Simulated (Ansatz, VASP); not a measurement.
Ag in VASP and in Ansatz

File INCAR:

```
PREC     = Accurate       # precision mode
ENCUT    = 520            # plane-wave cutoff, eV
EDIFF    = 1E-6           # SCF threshold, eV
ISMEAR   = 0              # smearing method
SIGMA    = 0.15           # smearing width, eV
LREAL    = F              # projectors in reciprocal space
LASPH    = T              # aspherical terms in the spheres
NELM     = 100            # most SCF steps
ALGO     = Fast           # electronic algorithm
ISIF     = 2              # what is computed and relaxed
LWAVE    = F              # write WAVECAR
LCHARG   = F              # write CHGCAR
GGA      = PS             # functional
NBANDS   = 18             # bands
```

File KPOINTS:

```
Automatic mesh
0
Gamma
  12 12 8
```

File POSCAR:

```
Ag
1.0
    2.8221534768      0.0471156406     -0.0124957959
   -1.3702733968      2.4699243366      0.0274071633
   -0.0204439956      0.0399734661      4.6565798314
Ag
2
Direct
    0.3125241854      0.5730497931      0.2508242844
    0.6874758146      0.4269502069      0.7491757156
```

Input for Ansatz:

```yaml
crystal:
  lattice:
    - [2.8221534768, 0.0471156406, -0.0124957959]
    - [-1.3702733968, 2.4699243366, 0.0274071633]
    - [-0.0204439956, 0.0399734661, 4.6565798314]
  atoms:
    - { symbol: Ag, position: [0.3125241854, 0.5730497931, 0.2508242844] }
    - { symbol: Ag, position: [0.6874758146, 0.4269502069, 0.7491757156] }
basis:
  ecutwfc: 420
kpoints:
  mp_grid: { grid: [12, 12, 8] }
hamiltonian:
  xc: pbesol
scf:
  occupations: { method: gaussian, width: 0.15 }
output:
  forces: true
  stress: true
  eigenvalues: true
```

Change from the starting cell: all atoms moved at random, sigma 0.25 Å a component, cell strained at random, sigma 0.01.

Alike in both runs: task single point; functional PBEsol; k mesh 12 × 12 × 8; occupations gaussian, width 0.15 eV; no spin polarisation.

|  | VASP | Ansatz |
| --- | --- | --- |
| version | VASP 6.6.1 | Ansatz 0.2.0 |
| potentials or method | VASP PAW PBE potentials, release 64 (Ag), cutoff 520 eV | scalar-relativistic, plane waves, PAW |
| valence electrons in the cell | 22 | 38 |

Ansatz gave:

* gap on the k mesh at the Fermi level (eV): none
* pressure (GPa): 4.6
* traceless stress, the component that is largest in VASP (GPa): -6.11
* rms of the force components (eV/Å): 0.276

Problem. Which values does VASP return?

Solution. gap on the k mesh at the Fermi level (eV): none; pressure (GPa): 4.3; traceless stress, the component that is largest in VASP (GPa): -6.06; rms of the force components (eV/Å): 0.274.

VASP's potentials were made for PBE, not for PBEsol. Atom by atom the forces differ by 0.003 eV/Å (rms over components). A gap of «none» marks a metal or a gap that the smearing closes. VASP's potentials hold 22 valence electrons a cell and Ansatz's 38, so a difference there can come from the potentials and not from the codes.
